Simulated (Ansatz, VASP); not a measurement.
**One calculation of ZnSe, two programs**

Contents of INCAR:

```
ALGO = Normal
EDIFF = 1E-6
ENCUT = 500
GGA = CA
GGA_COMPAT = False
ISIF = 2
ISMEAR = 0
LASPH = True
LCHARG = False
LREAL = False
LWAVE = False
NBANDS = 16
NELM = 120
PREC = Accurate
SIGMA = 0.1
```

File KPOINTS:

```
k-points
0
Gamma
  6 6 6
```

File POSCAR:

```
ZnSe
1.0
    0.0000000000      2.8250000000      2.8250000000
    2.8250000000      0.0000000000      2.8250000000
    2.8250000000      2.8250000000      0.0000000000
Zn Se
1 1
Direct
    0.0000000000      0.0000000000      0.0000000000
    0.2500000000      0.2500000000      0.2500000000
```

Input for Ansatz:

```yaml
crystal:
  lattice:
    - [0.0, 2.825, 2.825]
    - [2.825, 0.0, 2.825]
    - [2.825, 2.825, 0.0]
  atoms:
    - { symbol: Zn, position: [0.0, 0.0, 0.0] }
    - { symbol: Se, position: [0.25, 0.25, 0.25] }
basis:
  ecutwfc: 420
kpoints:
  mp_grid: { grid: [6, 6, 6] }
hamiltonian:
  xc: lda
  pseudopotentials: { kind: paw, azcp: { folder: soft_1 } }
scf:
  occupations: { method: gaussian, width: 0.1 }
output:
  forces: true
  stress: true
  eigenvalues: true
```

Alike in both runs: task single point; functional LDA; k mesh 6 × 6 × 6; occupations gaussian, width 0.1 eV; no spin polarisation.

|  | VASP | Ansatz |
| --- | --- | --- |
| version | VASP 6.6.1 | Ansatz 0.2.0 |
| potentials or method | VASP PAW LDA potentials, release 64 (Zn, Se), cutoff 500 eV | scalar-relativistic, plane waves, PAW |
| valence electrons in the cell | 18 | 28 |

Ansatz gave:

```
gap on the k mesh at the Fermi level (eV) : 1.06
least direct gap on the mesh (eV)         : 1.06
pressure (GPa)                            : -2.8
```

Task: What did VASP give for the same quantities?

Result: gap on the k mesh at the Fermi level (eV): 1.10; least direct gap on the mesh (eV): 1.10; pressure (GPa): -2.5.

Ansatz warns that its potentials were made for another functional, while VASP's fit it. LDA's correlation is that of Perdew and Zunger in VASP and of Perdew and Wang (1992) in Ansatz. VASP's potentials hold 18 valence electrons a cell and Ansatz's 28, so a difference there can come from the potentials and not from the codes.
